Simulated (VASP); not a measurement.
# Mo (Im-3m) in VASP: relaxation of cell and atoms with r2SCAN+rVV10

Aim: the relaxation of cell and atoms of Mo with r2SCAN+rVV10.

Program: VASP 6.6.1. These are calculated values, not measurements. Logs are shortened: lines on timing, memory, paths and dates and some standing lists are left out, and cuts for length are marked.

## 1. The cell of the first run

It takes space group Im-3m (No. 229, cubic). The conventional cell has a = 3.168 Å, b = 3.168 Å, c = 3.168 Å, α = 90.00°, β = 90.00°, γ = 90.00°. Within 3.6 Å of Mo (site symmetry m-3m) lie 14 Mo at 2.74 to 3.17 Å.

## 2. Relaxation of cell and atoms, r2SCAN+rVV10

Input file POSCAR:

```
Mo
1.0
   -1.5838089700      1.5838089700      1.5838089700
    1.5838089700     -1.5838089700      1.5838089700
    1.5838089700      1.5838089700     -1.5838089700
Mo
1
Direct
    0.0000000000      0.0000000000      0.0000000000
```

Input file INCAR.step1:

```
SYSTEM = Mo
PREC     = Accurate       ! precision mode
ENCUT    = 600            ! plane-wave cutoff, eV
ISMEAR   = 0              ! smearing method
SIGMA    = 0.1            ! smearing width, eV
LREAL    = .FALSE.        ! projectors in reciprocal space
LASPH    = .TRUE.         ! aspherical terms in the spheres
NELM     = 100            ! most SCF steps
GGA      = PE             ! functional
ALGO     = Normal         ! electronic algorithm
EDIFF    = 1E-4           ! SCF threshold, eV
LWAVE    = .TRUE.         ! write WAVECAR
LCHARG   = .FALSE.        ! write CHGCAR
```

Input file INCAR.step2:

```
SYSTEM = Mo
PREC     = Accurate       ! precision mode
ENCUT    = 600            ! plane-wave cutoff, eV
EDIFF    = 1E-6           ! SCF threshold, eV
ISMEAR   = 0              ! smearing method
SIGMA    = 0.1            ! smearing width, eV
LREAL    = .FALSE.        ! projectors in reciprocal space
LASPH    = .TRUE.         ! aspherical terms in the spheres
NELM     = 100            ! most SCF steps
ALGO     = Normal         ! electronic algorithm
ISIF     = 3              ! what is computed and relaxed
LWAVE    = .FALSE.        ! write WAVECAR
LCHARG   = .FALSE.        ! write CHGCAR
METAGGA  = R2SCAN         ! meta-GGA
LMIXTAU  = .TRUE.       
LUSE_VDW = .TRUE.       
IVDW_NL  = 2            
BPARAM   = 11.95        
CPARAM   = 0.0093       
IBRION   = 2              ! ionic algorithm
NSW      = 100            ! ionic steps
EDIFFG   = -0.002         ! ionic threshold
ISTART   = 1
```

Input file KPOINTS:

```
Automatic mesh
0
G
  18 18 18
  0 0 0
```

Potentials or basis: VASP PAW PBE potentials, release 64 (Mo_sv).

Run with:

```sh
$ cat potpaw_PBE.64/Mo_sv/POTCAR > POTCAR
$ cp INCAR.step1 INCAR
$ mpirun -np 1 vasp_std > vasp.out
$ cp INCAR.step2 INCAR
$ mpirun -np 1 vasp_std > vasp.out
```

OUTCAR:

```text
SYSTEM = Mo
   PREC = Accurate
   ENCUT = 600
   EDIFF = 1E-6
   ISMEAR = 0
   LREAL = .FALSE.
   LASPH = .TRUE.
   NELM = 100
   ISIF = 3
   METAGGA = R2SCAN
   IVDW_NL = 2
   BPARAM = 11.95
   IBRION = 2
   NSW = 100
   EDIFFG = -0.002
   ISTART = 1

 ion  position               nearest neighbor table
   1  0.000  0.000  0.000-

  LATTYP: Found a body centered cubic cell.
 ALAT       =     3.1676179400

  Lattice vectors:

 A1 = (  -1.5838089700,   1.5838089700,   1.5838089700)
 A2 = (   1.5838089700,  -1.5838089700,   1.5838089700)
 A3 = (   1.5838089700,   1.5838089700,  -1.5838089700)

Analysis of symmetry for initial positions (statically):
=====================================================================
 Subroutine PRICEL returns:
 Original cell was already a primitive cell.

 Routine SETGRP: Setting up the symmetry group for a
 body centered cubic supercell.

 Subroutine GETGRP returns: Found 48 space group operations
 (whereof 48 operations were pure point group operations)
 out of a pool of 48 trial point group operations.

The static configuration has the point symmetry O_h .

Analysis of symmetry for dynamics (positions and initial velocities):
=====================================================================
 Subroutine PRICEL returns:
 Original cell was already a primitive cell.

 Routine SETGRP: Setting up the symmetry group for a
 body centered cubic supercell.

 Subroutine GETGRP returns: Found 48 space group operations
 (whereof 48 operations were pure point group operations)
 out of a pool of 48 trial point group operations.

The dynamic configuration has the point symmetry O_h .

 Subroutine INISYM returns: Found 48 space group operations
 (whereof 48 operations are pure point group operations),
 and found     1 'primitive' translations

----------------------------------------------------------------------------------------

                                     Primitive cell

  volume of cell :      15.8916

  direct lattice vectors                    reciprocal lattice vectors
    -1.583808970  1.583808970  1.583808970     0.000000000  0.315694638  0.315694638
     1.583808970 -1.583808970  1.583808970     0.315694638  0.000000000  0.315694638
     1.583808970  1.583808970 -1.583808970     0.315694638  0.315694638  0.000000000

  length of vectors
[... 100 lines left out ...]
     AMIX_MAG =   1.60;   BMIX_MAG =  1.00
  volume/ion in A,a.u.               =      15.89       107.24
  Fermi-wavevector in a.u.,A,eV,Ry     =   1.569380  2.965698 33.510508  2.462953
  Thomas-Fermi vector in A             =   2.671271
   LORBIT       =      0    0 simple, 1 ext, 2 COOP (PROOUT), +10 PAW based schemes
   METAGGA = R2SCAN    functional components
   LHFCALC =     F    Hartree Fock is set to
   AEXX    =    0.0000 exact exchange contribution
   IVDW_NL    =     2    kernel type
   BPARAM     =11.9500
   IVDW    =     0    specifies the selected vdW correction
   LEPSILON=     F    determine dielectric tensor
   LRPA    =     F    only Hartree local field effects (RPA)
 conjugate gradient relaxation of ions
 non-spin polarized calculation
 Gauss-broadening in eV      SIGMA  =   0.10
  energy-cutoff  :      600.00
  volume of cell :       15.89
 maximum number of plane-waves:       555
 NGX is ok and might be reduce to    24
   NGX = 11   NGY = 11   NGZ = 11

--------------------------------------- Ionic step        1  -------------------------------------------

 number of electron      14.0000002 magnetization

 Free energy of the ion-electron system (eV)
  ---------------------------------------------------
  ext. energy  EPLUGINS =         0.00000000
  ---------------------------------------------------
  free energy    TOTEN  =       -25.84832900 eV

  energy without entropy =      -25.84545007  energy(sigma->0) =      -25.84688954

------------------------ aborting loop because EDIFF is reached ----------------------------------------

  FORCE on cell =-STRESS in cart. coord.  units (eV):
  Direction    XX          YY          ZZ          XY          YZ          ZX
  --------------------------------------------------------------------------------------
  -------------------------------------------------------------------------------------
  Total       -0.4764448     -0.4764448     -0.4764448      0.0000000      0.0000000     -0.0000000
  in kB      -48.0346627    -48.0346627    -48.0346627      0.0000000      0.0000000     -0.0000000
  external PRESSURE =     -48.0346627 kB  Pullay stress =       0.0000000 kB
[... 92 lines left out ...]
--------------------------------------- Ionic step        4  -------------------------------------------

 number of electron      14.0000002 magnetization

 Free energy of the ion-electron system (eV)
  ---------------------------------------------------
  ext. energy  EPLUGINS =         0.00000000
  ---------------------------------------------------
  free energy    TOTEN  =       -25.85266849 eV

  energy without entropy =      -25.84984533  energy(sigma->0) =      -25.85125691

 E-fermi :  12.5779     XC(G=0): -14.6695

 val. band max:       12.5737153955   @ k =  -0.3889   0.4444   0.2778
 cond. band min:      12.6103158290   @ k =   0.3889   0.1111   0.0556
 fundamental gap:      0.0366004334
 Fermi energy:        12.5779324929

 k-point     1 :       0.0000    0.0000    0.0000
  band No.  band energies     occupation
      1     -50.6450      2.00000
      2     -23.1129      2.00000
      3     -23.1129      2.00000
      4     -23.1129      2.00000
      5       4.8804      2.00000
      6      11.1428      2.00000
      7      11.1428      2.00000
      8      11.1428      2.00000
      9      14.4844      0.00000
     10      14.4844      0.00000
     11      28.0493      0.00000
[... 309 lines left out ...]
 k-point    24 :       0.3889    0.1111   -0.0000
  band No.  band energies     occupation
      1     -50.3496      2.00000
      2     -24.5350      2.00000
      3     -23.6353      2.00000
      4     -23.1911      2.00000
      5       7.3856      2.00000
      6       9.1374      2.00000
      7      12.5350      1.45638
      8      14.3161      0.00000
      9      15.5136      0.00000
     10      18.1863      0.00000
     11      24.9081      0.00000

 [... further k-points ...]

------------------------ aborting loop because EDIFF is reached ----------------------------------------

  FORCE on cell =-STRESS in cart. coord.  units (eV):
  Direction    XX          YY          ZZ          XY          YZ          ZX
  --------------------------------------------------------------------------------------
  -------------------------------------------------------------------------------------
  Total       -0.0018446     -0.0018446     -0.0018446      0.0000000      0.0000000     -0.0000000
  in kB       -0.1893732     -0.1893732     -0.1893732      0.0000000      0.0000000     -0.0000000
  external PRESSURE =      -0.1893732 kB  Pullay stress =       0.0000000 kB
[... 16 lines left out ...]
  FREE ENERGIE OF THE ION-ELECTRON SYSTEM (eV)
  ---------------------------------------------------
  free  energy   TOTEN  =       -25.8526684910 eV

  energy  without entropy=      -25.8498453296  energy(sigma->0) =      -25.85125691

 reached required accuracy - stopping structural energy minimisation
```

OUTCAR.step1:

```text
SYSTEM = Mo
   PREC = Accurate
   ENCUT = 600
   ISMEAR = 0
   LREAL = .FALSE.
   LASPH = .TRUE.
   NELM = 100
[... 553 lines left out ...]
 -----------------------------------------------------------------------------------
      0.00000      0.00000      0.00000         0.000000     -0.000000      0.000000
 -----------------------------------------------------------------------------------
    total drift:                                0.000000      0.000000      0.000000

  FREE ENERGIE OF THE ION-ELECTRON SYSTEM (eV)
  ---------------------------------------------------
  free  energy   TOTEN  =       -10.9348216664 eV

  energy  without entropy=      -10.9320870156  energy(sigma->0) =      -10.93345434
```

OSZICAR.step1:

```text
N       E                     dE             d eps       ncg     rms          rms(c)
DAV:   1     0.987971631598E+02    0.98797E+02   -0.89329E+03  4333   0.145E+03
DAV:   2    -0.101287385030E+02   -0.10893E+03   -0.10537E+03  4658   0.361E+02
DAV:   3    -0.116025996659E+02   -0.14739E+01   -0.14602E+01  4921   0.417E+01
DAV:   4    -0.116066999654E+02   -0.41003E-02   -0.40995E-02  4716   0.260E+00
DAV:   5    -0.116067235163E+02   -0.23551E-04   -0.23551E-04  4903   0.190E-01    0.142E+01
DAV:   6    -0.110166616297E+02    0.59006E+00   -0.10659E+00  4614   0.124E+01    0.373E+00
DAV:   7    -0.109384867283E+02    0.78175E-01   -0.21046E-01  5003   0.515E+00    0.970E-01
DAV:   8    -0.109347514573E+02    0.37353E-02   -0.42145E-03  4479   0.937E-01    0.189E-01
DAV:   9    -0.109348216664E+02   -0.70209E-04   -0.97185E-05  3106   0.146E-01
   1 F= -.10934822E+02 E0= -.10933454E+02  d E =-.273465E-02
```

Wall time 6.5 min (1 thread of Intel Xeon 8259CL, shared host); peak memory 0.26 GiB.

Results:

| Item | Value |
| --- | --- |
| Free energy | -25.8527 eV |
| Relaxed volume | 15.61 Å³/atom |
| Relaxed cell | a = 2.727 Å, b = 2.727 Å, c = 2.727 Å, α = 109.47°, β = 109.47°, γ = 109.47° |
| Space group after relaxing (to 0.1 Å) | Im-3m (No. 229) |
| Energy gained by relaxing | 4.3 meV/atom |
| Ionic steps | 4 |
| Pressure after relaxing | 0.0 GPa |
| Band gap on the k mesh | zero (bands 7 and 8 overlap by 5.58 eV) |

The path:
```tsv
step	energy change (eV)	largest force (eV/Å)	pressure (GPa)	volume (Å³)
1	0.0000	0.0000	-4.80	15.89
2	0.0329	0.0000	15.92	14.82
3	-0.0043	0.0000	-0.09	15.61
4	-0.0043	0.0000	-0.02	15.61
```

Final structure:
```
Mo
1.0
    -1.57428    1.57428    1.57428
     1.57428   -1.57428    1.57428
     1.57428    1.57428   -1.57428
Mo
1
Direct
  0.00000 0.00000 0.00000
```

Levels at points of the mesh, in eV from the Fermi level:
| k point | band 5 | band 6 | band 7 | band 8 | band 9 | band 10 |
| --- | --- | --- | --- | --- | --- | --- |
| (0.00, 0.00, 0.00) | -7.70 | -1.44 | -1.44 | -1.44 | 1.91 | 1.91 |
| (0.50, 0.00, 0.00) | -5.63 | -3.61 | 1.56 | 1.89 | 2.59 | 4.94 |
| (0.50, 0.50, 0.50) | -5.68 | -5.68 | 4.15 | 4.15 | 4.15 | 9.46 |

Caveat: the PAW data sets were made with another functional, which shifts forces and pressure a little.

The gap in the log of VASP goes by the Fermi energy; the results here count the filled bands.